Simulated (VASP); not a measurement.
# TiAl: single point with r2SCAN

The system is TiAl.

```
Ti Al
1.0
     2.86726    0.00000    0.00000
    -1.43363    2.48312    0.00000
     0.00000    0.00000    4.67808
Ti Al
1 1
Direct
  0.97986 0.95973 0.00000
  0.33333 0.66667 0.50000
```

This cell differs from its parent crystal: atom 1 (Ti) moved by (+0.000, -0.100) A along x and y.

```yaml
Program: VASP 6.6.1
Task: single point
Functional: r2SCAN
Potentials_or_basis: VASP PAW PBE potentials, release 64 (Ti_sv, Al)
Cutoff: 520 eV
k_mesh: 18 × 18 × 10
Occupations: gaussian, width 0.15 eV
Spin: no spin polarisation
Dipole_correction: no
Further_INCAR_settings: ALGO = Normal; EDIFF = 1e-07; NBANDS = 14
```

```json
{
 "Pressure": "-0.9 GPa",
 "Largest force": "0.184 eV/Å",
 "Band gap on the k mesh": "zero (an odd number of electrons rules out a gap without spin polarisation)"
}
```

Forces in eV/Å, atoms in the order of the input:
```
Ti   0.000  0.184  0.000
Al   0.000 -0.184  0.000
```

Stress tensor (GPa, compression positive):
```
 1.28  0.00  0.00
 0.00 -2.09  0.00
 0.00  0.00 -1.94
```

Levels at points of the mesh, in eV from the Fermi level:
| k point | band 6 | band 7 | band 8 | band 9 | band 10 | band 11 |
| --- | --- | --- | --- | --- | --- | --- |
| (0.00, 0.00, 0.00) | -2.43 | -2.09 | 1.43 | 1.44 | 3.04 | 3.10 |
| (0.50, 0.00, 0.00) | -2.97 | -1.58 | -1.01 | 2.38 | 4.20 | 4.25 |
| (0.00, 0.50, 0.00) | -3.03 | -1.46 | -0.99 | 2.35 | 4.14 | 4.20 |
| (0.00, 0.00, 0.50) | -5.63 | -0.44 | 1.44 | 1.46 | 2.96 | 3.02 |
| (0.50, 0.00, 0.50) | -2.60 | -1.87 | 0.37 | 1.05 | 2.17 | 3.28 |
| (0.00, 0.50, 0.50) | -2.49 | -1.96 | 0.48 | 1.06 | 2.14 | 3.19 |

Wall time 43 min on 1 thread of Oxide Virtual Turin-like Processor (shared host), peak memory 0.34 GiB.

Caveat: the cell differs from its parent crystal (atom 1 (Ti) moved by (+0.000, -0.100) A along x and y); the PAW data sets were made with another functional, which shifts forces and pressure a little.
